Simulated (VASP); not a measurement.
A run of VASP 6.6.1 is set up as follows.

Contents of INCAR:

```
PREC     = Accurate       # precision mode
ENCUT    = 500            # plane-wave cutoff, eV
EDIFF    = 1E-6           # SCF threshold, eV
ISMEAR   = -1             # smearing method
SIGMA    = 0.1            # smearing width, eV
LREAL    = False          # projectors in reciprocal space
LASPH    = True           # aspherical terms in the spheres
NELM     = 120            # most SCF steps
ALGO     = Normal         # electronic algorithm
ISIF     = 2              # what is computed and relaxed
LWAVE    = False          # write WAVECAR
LCHARG   = True           # write CHGCAR
GGA      = PE             # functional
LELF     = True           # ELF
LVHAR    = True         
NBANDS   = 36             # bands
GGA_COMPAT= False
```

The input KPOINTS:

```
regular mesh
0
Gamma
  12 12 4
```

File POSCAR:

```
Sn
1.0
    3.2965176467      0.0000000000      0.0000000000
   -1.6482588234      2.8548680261      0.0000000000
    0.0000000000      0.0000000000     10.8913216844
Sn
4
Direct
    0.0000000000      1.0000000000      0.0000000000
    0.0000000000      1.0000000000      0.5000000000
    0.3333333333      0.6666666667      0.2500000000
    0.6666666667      0.3333333333      0.7500000000
```

Potentials or basis: VASP PAW PBE potentials, release 64 (Sn_d).

The run is started by

```console
$ cat potpaw_PBE.64/Sn_d/POTCAR > POTCAR
$ mpirun -np 1 vasp_std > vasp.out
```

**Question.** Estimate the pressure.

**Answer.** 4.9 GPa.

**Question.** What does it give for the band gap on the k mesh?

**Answer.** Zero (band 28 reaches 15.18 eV, above the bottom of band 29 at 6.17 eV).

Stress tensor (GPa, compression positive):
```
5.03 0.00 0.00
0.00 5.03 0.00
0.00 0.00 4.66
```

Caveat: spin-orbit coupling is left out, which moves the levels of the heavy elements.
